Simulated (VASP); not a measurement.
A run of VASP 6.6.1:

File INCAR:

```
SYSTEM = TiCo3
ALGO     = Normal         ! electronic algorithm
EDIFF    = 1E-6           ! SCF threshold, eV
ENCUT    = 520            ! plane-wave cutoff, eV
GGA      = PS             ! functional
ISIF     = 2              ! what is computed and relaxed
ISMEAR   = -1             ! smearing method
ISPIN    = 2              ! spin polarisation
LASPH    = .TRUE.         ! aspherical terms in the spheres
LCHARG   = .TRUE.         ! write CHGCAR
LELF     = .TRUE.         ! ELF
LMAXMIX  = 4              ! l up to which the mixer works
LORBIT   = 11             ! projections on sites
LREAL    = .FALSE.        ! projectors in reciprocal space
LVHAR    = .TRUE.       
LWAVE    = .FALSE.        ! write WAVECAR
MAGMOM   = -0.42 1.21 1.21 1.21 ! initial moments
NBANDS   = 32             ! bands
NELM     = 150            ! most SCF steps
PREC     = Accurate       ! precision mode
SIGMA    = 0.2            ! smearing width, eV
```

File KPOINTS:

```
k-points
0
G
  12 12 12
  0 0 0
```

File POSCAR:

```
TiCo3
1.0
    3.6140000000      0.0000000000      0.0000000000
    0.0000000000      3.6140000000      0.0000000000
    0.0000000000      0.0000000000      3.6140000000
Ti Co
1 3
Direct
    0.0000000000      0.0000000000      0.0000000000
    0.0000000000      0.5000000000      0.5000000000
    0.5000000000      0.0000000000      0.5000000000
    0.5000000000      0.5000000000      0.0000000000
```

Potentials or basis: VASP PAW PBE potentials, release 64 (Ti_sv, Co).

Launch:

```sh
$ cat potpaw_PBE.64/Ti_sv/POTCAR potpaw_PBE.64/Co/POTCAR > POTCAR
$ mpirun -np 1 vasp_std > vasp.out
```

Hardware: 1 thread of Oxide Virtual Turin-like Processor, with other jobs on the host.

Task: How long does it take, and how much memory?

Result: Run time: 8.2 min on 1 thread of Oxide Virtual Turin-like Processor (shared host), peak memory 0.27 GiB. Counts: scf iterations 19, k points 84.
